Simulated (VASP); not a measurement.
Write the native input for VASP 6.6.1 that does the following.

```yaml
Task: single point
Functional: PBE
Potentials_or_basis: VASP PAW PBE potentials, release 64 (Zr_sv, Ta_pv, Nb_sv)
Cutoff: 520 eV
k_mesh: 4 × 4 × 4
Occupations: gaussian, width 0.1 eV
Spin: no spin polarisation
Dipole_correction: no
Further_INCAR_settings: ALGO = Normal; EDIFF = 1e-06; NBANDS = 37
```

The structure of ZrTa3Nb lies in POSCAR:

```
ZrTa3Nb
1.0
    4.2701804910      0.0000000000      0.0000000000
    0.0000000000      4.2701804910      0.0000000000
    0.0000000000      0.0000000000      4.2701804910
Zr Ta Nb
1 3 1
Direct
    0.5000000000      0.5000000000      0.5000000000
    0.0000000000      0.5000000000      0.5000000000
    0.5000000000      0.0000000000      0.5000000000
    0.5000000000      0.5000000000      0.0000000000
    0.0000000000      0.0000000000      0.0000000000
```

These files were run (other wordings do the same):

INCAR

```
SYSTEM = ZrTa3Nb
  PREC = Accurate
  ENCUT = 520
  EDIFF = 1E-6
  ISMEAR = 0
  SIGMA = 0.1
  LREAL = .FALSE.
  LASPH = .TRUE.
  NELM = 80
  ALGO = Normal
  ISIF = 2
  LWAVE = .FALSE.
  LCHARG = .TRUE.
  GGA = PE
  LELF = .TRUE.
  LVHAR = .TRUE.
  NBANDS = 37
```

KPOINTS

```
Automatic mesh
0
G
  4 4 4
  0 0 0
```

Potentials or basis: VASP PAW PBE potentials, release 64 (Zr_sv, Ta_pv, Nb_sv).

Run with:

```bash
$ cat potpaw_PBE.64/Zr_sv/POTCAR potpaw_PBE.64/Ta_pv/POTCAR potpaw_PBE.64/Nb_sv/POTCAR > POTCAR
$ mpirun -np 1 vasp_std > vasp.out
```

Results of the run:

* Pressure: 93.8 GPa
* Band gap on the k mesh: zero (bands 29 and 30 overlap by 0.28 eV)

Caveat: the k points lie up to 0.37 Å⁻¹ apart; spin-orbit coupling is left out, which moves the levels of the heavy elements.

It took 40 s on 1 thread of Oxide Virtual Turin-like Processor (shared host), peak memory 0.15 GiB.
